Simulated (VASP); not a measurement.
# AlN (F-43m) in VASP: elastic constants with r2SCAN

Aim: the elastic constants of AlN with r2SCAN.

Program: VASP 6.6.1. These are calculated values, not measurements. Logs are shortened: lines on timing, memory, paths and dates and some standing lists are left out, and cuts for length are marked.

## 1. The cell of the first run

Symmetry: F-43m, No. 216, cubic system. The conventional cell has a = 4.370 Å, b = 4.370 Å, c = 4.370 Å, α = 90.00°, β = 90.00°, γ = 90.00°. Within 2.5 Å of Al (site symmetry -43m) lie 4 N at 1.89 Å. Within 2.5 Å of N (site symmetry -43m) lie 4 Al at 1.89 Å.

## 2. Elastic constants, r2SCAN

Input file INCAR:

```
PREC = Accurate ; ENCUT = 600
EDIFF = 1E-8 ; ISMEAR = 0
SIGMA = 0.01 ; LREAL = F
LASPH = T ; NELM = 60
ALGO = Normal ; ISIF = 3
LWAVE = F ; LCHARG = F
METAGGA = R2SCAN ; LMIXTAU = T
NBANDS = 11 ; IBRION = 6
NFREE = 2 ; POTIM = 0.015
NSW = 1
```

Input file KPOINTS:

```
Automatic mesh
0
Gamma
  10 10 10
```

Input file POSCAR:

```
AlN
1.0
    2.1848998483      2.1848998483      0.0000000000
   -2.1848998483      2.1848998483      0.0000000000
    0.0000000000      2.1848998483      2.1848998483
Al N
1 1
Direct
    0.0000000000      0.0000000000      0.0000000000
    0.2500000000      0.7500000000      0.5000000000
```

Potentials or basis: VASP PAW PBE potentials, release 64 (Al, N).

Launch:

```sh
cat potpaw_PBE.64/Al/POTCAR potpaw_PBE.64/N/POTCAR > POTCAR
mpirun -np 1 vasp_std > vasp.out
```

OUTCAR:

```text
PREC = Accurate
   ENCUT = 600
   EDIFF = 1E-8
   ISMEAR = 0
   LREAL = F
   LASPH = T
   NELM = 60
   ISIF = 3
   METAGGA = R2SCAN
   IBRION = 6
   NFREE = 2
   POTIM = 0.015
   NSW = 1

 ion  position               nearest neighbor table
   1  0.000  0.000  0.000-   2 1.89   2 1.89   2 1.89   2 1.89
   2  0.250  0.750  0.500-   1 1.89   1 1.89   1 1.89   1 1.89

  LATTYP: Found a face centered cubic cell.
 ALAT       =     4.3697996966

  Lattice vectors:

 A1 = (   0.0000000000,   2.1848998483,   2.1848998483)
 A2 = (   2.1848998483,   0.0000000000,   2.1848998483)
 A3 = (   2.1848998483,   2.1848998483,   0.0000000000)

Analysis of symmetry for initial positions (statically):
=====================================================================
 Subroutine PRICEL returns:
 Original cell was already a primitive cell.

 Routine SETGRP: Setting up the symmetry group for a
 face centered cubic supercell.

 Subroutine GETGRP returns: Found 24 space group operations
 (whereof 24 operations were pure point group operations)
 out of a pool of 48 trial point group operations.

The static configuration has the point symmetry T_d .

Analysis of symmetry for dynamics (positions and initial velocities):
=====================================================================
 Subroutine PRICEL returns:
 Original cell was already a primitive cell.

 Routine SETGRP: Setting up the symmetry group for a
 face centered cubic supercell.

 Subroutine GETGRP returns: Found 24 space group operations
 (whereof 24 operations were pure point group operations)
 out of a pool of 48 trial point group operations.

The dynamic configuration has the point symmetry T_d .

 Subroutine INISYM returns: Found 24 space group operations
 (whereof 24 operations are pure point group operations),
 and found     1 'primitive' translations

----------------------------------------------------------------------------------------

                                     Primitive cell

  volume of cell :      20.8605

  direct lattice vectors                    reciprocal lattice vectors
     2.184899848  2.184899848  0.000000000     0.228843441  0.228843441 -0.228843441
    -2.184899848  2.184899848  0.000000000    -0.228843441  0.228843441 -0.228843441
     0.000000000  2.184899848  2.184899848     0.000000000  0.000000000  0.457686882

  length of vectors
     3.089914998  3.089914998  3.089914998     0.396368467  0.396368467  0.457686882

  position of ions in fractional coordinates (direct lattice)
     0.000000000  0.000000000  0.000000000
     0.250000000  0.750000000  0.500000000

  ion indices of the primitive-cell ions
   primitive index   ion index
                 1           1
                 2           2

----------------------------------------------------------------------------------------

 KPOINTS: Automatic mesh

Automatic generation of k-mesh.
 Grid dimensions read from file:
 generate k-points for:   10   10   10

 Generating k-lattice:

  Cartesian coordinates                     Fractional coordinates (reciprocal lattice)
     0.022884344  0.022884344 -0.022884344     0.100000000  0.000000000  0.000000000
    -0.022884344  0.022884344 -0.022884344     0.000000000  0.100000000  0.000000000
     0.000000000  0.000000000  0.045768688     0.000000000  0.000000000  0.100000000

[... 105 lines left out ...]

  energy without entropy =      -19.17969560  energy(sigma->0) =      -19.17969560

------------------------ aborting loop because EDIFF is reached ----------------------------------------

  FORCE on cell =-STRESS in cart. coord.  units (eV):
  Direction    XX          YY          ZZ          XY          YZ          ZX
  --------------------------------------------------------------------------------------
  -------------------------------------------------------------------------------------
  Total       -0.0439514     -0.0439514     -0.0439514      0.0000000      0.0000000     -0.0000000
  in kB       -3.3756618     -3.3756618     -3.3756618      0.0000000      0.0000000     -0.0000000
  external PRESSURE =      -3.3756618 kB  Pullay stress =       0.0000000 kB
[... 89 lines left out ...]
  FREE ENERGIE OF THE ION-ELECTRON SYSTEM (eV)
  ---------------------------------------------------
  free  energy   TOTEN  =       -19.1757256604 eV

  energy  without entropy=      -19.1757256604  energy(sigma->0) =      -19.17572566

[... ionic steps 4 to 14 ...]

--------------------------------------- Ionic step       15  -------------------------------------------

 number of electron       7.9999999 magnetization

------------------------ aborting loop because EDIFF is reached ----------------------------------------
[... 67 lines left out ...]
--------------------------------------- Ionic step       17  -------------------------------------------

 number of electron       8.0000000 magnetization

 Free energy of the ion-electron system (eV)
  ---------------------------------------------------
  ext. energy  EPLUGINS =         0.00000000
  ---------------------------------------------------
  free energy    TOTEN  =       -19.17799439 eV

  energy without entropy =      -19.17799439  energy(sigma->0) =      -19.17799439

 E-fermi :   5.8947     XC(G=0): -11.4124

 val. band max:        5.7223150355   @ k =   0.0000   0.0000   0.0000
 cond. band min:       9.6149773678   @ k =   0.0000  -1.0000  -0.5000
 fundamental gap:      3.8926623323
 Fermi energy:         5.8947325678

 k-point     1 :       0.0000    0.0000    0.0000
  band No.  band energies     occupation
      1     -10.0535      2.00000
      2       5.6402      2.00000
      3       5.6817      2.00000
      4       5.7223      2.00000
      5      10.5614      0.00000
      6      19.1848      0.00000
      7      19.1906      0.00000
      8      19.1956      0.00000
      9      24.2040      0.00000
     10      24.2050      0.00000
     11      25.8534      0.00000
[... 309 lines left out ...]
 k-point    24 :       0.4000    0.3000    0.0000
  band No.  band energies     occupation
      1      -7.5391      2.00000
      2       1.1267      2.00000
      3       2.3504      2.00000
      4       4.4460      2.00000
      5      12.1823      0.00000
      6      16.7501      0.00000
      7      19.4177      0.00000
      8      20.1824      0.00000
      9      22.5300      0.00000
     10      26.1128      0.00000
     11      31.1815      0.00000

 [... further k-points ...]
[... 5 lines left out ...]
  --------------------------------------------------------------------------------------
  -------------------------------------------------------------------------------------
  Total       -0.0439725     -0.0380853     -0.0380853      0.0000000      0.1312119      0.0000000
  in kB       -3.3772787     -2.9251179     -2.9251179      0.0000000     10.0776464      0.0000000
  external PRESSURE =      -3.0758382 kB  Pullay stress =       0.0000000 kB
[... 17 lines left out ...]
  FREE ENERGIE OF THE ION-ELECTRON SYSTEM (eV)
  ---------------------------------------------------
  free  energy   TOTEN  =       -19.1779943859 eV

  energy  without entropy=      -19.1779943859  energy(sigma->0) =      -19.17799439

 INTERNAL STRAIN TENSORS FROM STRAINED CELLS
 ============================================

 INTERNAL STRAIN TENSOR FOR ION    1 for displacements in x,y,z  (eV/Angst):
          X           Y           Z          XY          YZ          ZX
  --------------------------------------------------------------------------------
  x     0.00000     0.00000     0.00000     0.00000     8.76600     0.00000
  y    -0.00000     0.00000     0.00000     0.00000     0.00000     8.76707
  z     0.00000     0.00000     0.00000     8.76711     0.00000     0.00000

 INTERNAL STRAIN TENSORS FROM DISPLACED ATOMS
 ============================================

 INTERNAL STRAIN TENSOR FOR ION    1 for displacements in x,y,z  (eV/Angst):
          X           Y           Z          XY          YZ          ZX
  --------------------------------------------------------------------------------
  x     0.00000    -0.00000    -0.00000    -0.00000     8.77931     0.00000
  y    -0.00000     0.00000    -0.00000     0.00000    -0.00000     8.77931
  z    -0.00000    -0.00000     0.00000     8.77931     0.00000     0.00000

 INTERNAL STRAIN TENSOR FOR ION    2 for displacements in x,y,z  (eV/Angst):
          X           Y           Z          XY          YZ          ZX
  --------------------------------------------------------------------------------
  x    -0.00000     0.00000     0.00000     0.00000    -8.74633     0.00000
  y    -0.00000    -0.00000    -0.00000     0.00000     0.00000    -8.74633
  z     0.00000     0.00000    -0.00000    -8.74633     0.00000     0.00000

 Eigenvectors and eigenvalues of the dynamical matrix
 ----------------------------------------------------

   1 f  =   19.991883 THz   125.612708 2PiTHz  666.857452 cm-1    82.679749 meV
             X         Y         Z           dx          dy          dz
      0.000000  0.000000  0.000000    -0.000000   -0.585076    0.000000
     -1.092450  3.277350  1.092450    -0.000000    0.810979    0.000000
[... 21 lines left out ...]
   6 f/i=    0.014239 THz     0.089466 2PiTHz    0.474959 cm-1     0.058887 meV
             X         Y         Z           dx          dy          dz
      0.000000  0.000000  0.000000    -0.000000    0.000000    0.810979
     -1.092450  3.277350  1.092450     0.000000    0.000000    0.585076

--------------------------------------------------------------------------------------------------------

 ELASTIC MODULI CONTR FROM IONIC RELAXATION (kBar)
 Direction    XX          YY          ZZ          XY          YZ          ZX
 --------------------------------------------------------------------------------
 XX          -0.0000     -0.0000      0.0000      0.0000     -0.0000     -0.0000
 YY          -0.0000     -0.0000     -0.0000      0.0000      0.0000     -0.0000
 ZZ           0.0000     -0.0000     -0.0000     -0.0000      0.0000     -0.0000
 XY           0.0000      0.0000     -0.0000   -391.0552      0.0000     -0.0000
 YZ          -0.0000      0.0000      0.0000      0.0000   -391.0552     -0.0000
 ZX          -0.0000     -0.0000     -0.0000     -0.0000     -0.0000   -391.0552
 --------------------------------------------------------------------------------

 TOTAL ELASTIC MODULI (kBar)
 Direction    XX          YY          ZZ          XY          YZ          ZX
 --------------------------------------------------------------------------------
 XX        3088.2049   1622.3488   1622.3488      0.0000     -0.0000     -0.0000
 YY        1622.3488   3088.2049   1622.3488      0.0000      0.0000     -0.0000
 ZZ        1622.3488   1622.3488   3088.2049     -0.0000      0.0000      0.0000
 XY           0.0000      0.0000     -0.0000   1979.6552      0.0000     -0.0000
 YZ          -0.0000      0.0000      0.0000      0.0000   1979.6552     -0.0000
 ZX          -0.0000     -0.0000      0.0000     -0.0000     -0.0000   1979.6552
 --------------------------------------------------------------------------------
```

It took 32 min on 1 thread of Intel Xeon 6975P-C (Granite Rapids), shared host; peak memory 0.29 GiB.

What came out:

```yaml
Elastic_constants_C11_C12_C44: 309, 162, 198 GPa
Voigt_bulk_modulus: 211 GPa
Highest_phonon_frequency_at_Γ_LO-TO_splitting_left_out: 667 cm⁻¹
```

Phonon frequencies in cm⁻¹ (negative: imaginary):
| q point | frequencies |
| --- | --- |
| (0.000, 0.000, 0.000) | 0 0 0 667 667 667 |

Elastic tensor in Voigt notation (GPa, in the Cartesian axes of the cell as first typed):
```
309 162 162   0   0   0
162 309 162   0   0   0
162 162 309   0   0   0
  0   0   0 198   0   0
  0   0   0   0 198   0
  0   0   0   0   0 198
```

Clamped-ion elastic tensor (GPa):
```
309 162 162   0   0   0
162 309 162   0   0   0
162 162 309   0   0   0
  0   0   0 237   0   0
  0   0   0   0 237   0
  0   0   0   0   0 237
```

Caveat: the PAW data sets were made with another functional, which shifts forces and pressure a little.
